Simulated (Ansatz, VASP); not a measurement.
**AlP in VASP and in Ansatz**

```
CELL_PARAMETERS angstrom
0.00000 2.71685 2.71685
2.71685 0.00000 2.71685
2.71685 2.71685 0.00000
ATOMIC_POSITIONS crystal
Al 0.00000 0.00000 0.00000
P 0.25000 0.25000 0.25000
```

Alike in both runs: task single point; functional LDA; k mesh 10 × 10 × 10; occupations gaussian, width 0.02 eV; no spin polarisation.

```csv
,VASP,Ansatz
version,VASP 6.6.1,Ansatz 0.2.0
potentials or method,"VASP PAW LDA potentials, release 64 (Al, P), cutoff 500 eV","scalar-relativistic, plane waves, PAW"
valence electrons in the cell,8,8
```

|  | VASP | Ansatz | Ansatz less VASP |
| --- | --- | --- | --- |
| gap on the k mesh at the Fermi level (eV) | 1.41 | 1.42 | +0.005 |
| least direct gap on the mesh (eV) | 3.24 | 3.23 | -0.016 |
| pressure (GPa) | 0.1 | 0.0 | -0.05 |

Ansatz warns that its potentials were made for another functional, while VASP's fit it. LDA's correlation is that of Perdew and Zunger in VASP and of Perdew and Wang (1992) in Ansatz.
